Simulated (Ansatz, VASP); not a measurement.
**One calculation of Au, two programs**

The input INCAR:

```
ALGO = Fast ; EDIFF = 1E-6
ENCUT = 520 ; GGA = PE
ISIF = 2 ; ISMEAR = 0
LASPH = True ; LCHARG = True
LELF = True ; LREAL = False
LVHAR = True ; LWAVE = False
NBANDS = 18 ; NELM = 60
PREC = Accurate ; SIGMA = 0.15
```

File KPOINTS:

```
k-points
0
Gamma
  24 24 24
```

The input POSCAR:

```
Au
1.0
    0.0000000000     -2.0790388404     -2.0790388404
   -2.0790388404      0.0000000000     -2.0790388404
    2.0790388404      2.0790388404     -4.1580776809
Au
2
Direct
    0.4861149715      0.4861149715      0.5416550854
    0.0138850285      0.0138850285     -0.0416550854
```

Input for Ansatz:

```yaml
crystal:
  lattice:
    - [0.0, -2.0790388404, -2.0790388404]
    - [-2.0790388404, 0.0, -2.0790388404]
    - [2.0790388404, 2.0790388404, -4.1580776809]
  atoms:
    - { symbol: Au, position: [0.4861149715, 0.4861149715, 0.5416550854] }
    - { symbol: Au, position: [0.0138850285, 0.0138850285, -0.0416550854] }
basis:
  ecutwfc: 420
kpoints:
  mp_grid: { grid: [24, 24, 24] }
hamiltonian:
  xc: pbe
scf:
  occupations: { method: gaussian, width: 0.15 }
output:
  forces: true
  stress: true
  eigenvalues: true
```

Change from the starting cell: mode 6 (137.0 1/cm) frozen in, largest displacement -0.200 Å.

Alike in both runs: task single point; functional PBE; k mesh 24 × 24 × 24; occupations gaussian, width 0.15 eV; no spin polarisation.

```csv
,VASP,Ansatz
version,VASP 6.6.1,Ansatz 0.2.0
potentials or method,"VASP PAW PBE potentials, release 64 (Au), cutoff 520 eV","scalar-relativistic, plane waves, PAW"
valence electrons in the cell,22,38
```

```tsv
	VASP	Ansatz	Ansatz less VASP
gap on the k mesh at the Fermi level (eV)	none	none	-
pressure (GPa)	13.9	14.1	+0.22
traceless stress, the component that is largest in VASP (GPa)	2.72	2.73	+0.010
rms of the force components (eV/Å)	2.086	2.098	+0.0116
```

Atom by atom the forces differ by 0.012 eV/Å (rms over components). A gap of «none» marks a metal or a gap that the smearing closes. VASP's potentials hold 22 valence electrons a cell and Ansatz's 38, so a difference there can come from the potentials and not from the codes.

Spin-orbit coupling is off throughout.
